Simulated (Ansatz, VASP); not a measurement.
**One calculation of SiC, two programs**

The input INCAR:

```
SYSTEM = SiC
PREC = Accurate ; ENCUT = 520
EDIFF = 1E-7 ; ISMEAR = 0
SIGMA = 0.05 ; LREAL = .False.
LASPH = .True. ; NELM = 100
ALGO = Normal ; ISIF = 2
LWAVE = .False. ; LCHARG = .False.
GGA = PE ; NBANDS = 11
```

File KPOINTS:

```
regular mesh
0
Gamma
  12 12 12
  0 0 0
```

The input POSCAR:

```
SiC
1.0
    0.0000000000      2.2309591678      2.2309591678
    2.2309591678      0.0000000000      2.2309591678
    2.1839602947      2.1839602947      0.0469988731
Si C
1 1
Direct
    0.0000000000      0.0000000000      0.0000000000
    0.7500000000      0.7500000000      0.7500000000
```

Input for Ansatz:

```yaml
crystal:
  lattice:
    - [0.0, 2.2309591678, 2.2309591678]
    - [2.2309591678, 0.0, 2.2309591678]
    - [2.1839602947, 2.1839602947, 0.0469988731]
  atoms:
    - { symbol: Si, position: [0.0, 0.0, 0.0] }
    - { symbol: C, position: [0.75, 0.75, 0.75] }
basis:
  ecutwfc: 520.0
kpoints:
  mp_grid: { grid: [12, 12, 12] }
hamiltonian:
  xc: pbe
scf:
  occupations: { method: gaussian, width: 0.05 }
output:
  forces: true
  stress: true
  eigenvalues: true
```

Alike in both runs: task single point; functional PBE; k mesh 12 × 12 × 12; occupations gaussian, width 0.05 eV; no spin polarisation.

|  | VASP | Ansatz |
| --- | --- | --- |
| version | VASP 6.6.1 | Ansatz 0.2.0 |
| potentials or method | VASP PAW PBE potentials, release 64 (Si, C), cutoff 520 eV | scalar-relativistic, plane waves, PAW |
| valence electrons in the cell | 8 | 8 |

VASP gave:

- gap on the k mesh at the Fermi level (eV): 1.27
- least direct gap on the mesh (eV): 4.32
- pressure (GPa): -4.5
- traceless stress, the component that is largest in VASP (GPa): 5.43
- rms of the force components (eV/Å): 0.166

Task: Which values does Ansatz return?

Result: gap on the k mesh at the Fermi level (eV): 1.28; least direct gap on the mesh (eV): 4.32; pressure (GPa): -4.5; traceless stress, the component that is largest in VASP (GPa): 5.41; rms of the force components (eV/Å): 0.166.

Atom by atom the forces differ by 0.000 eV/Å (rms over components).
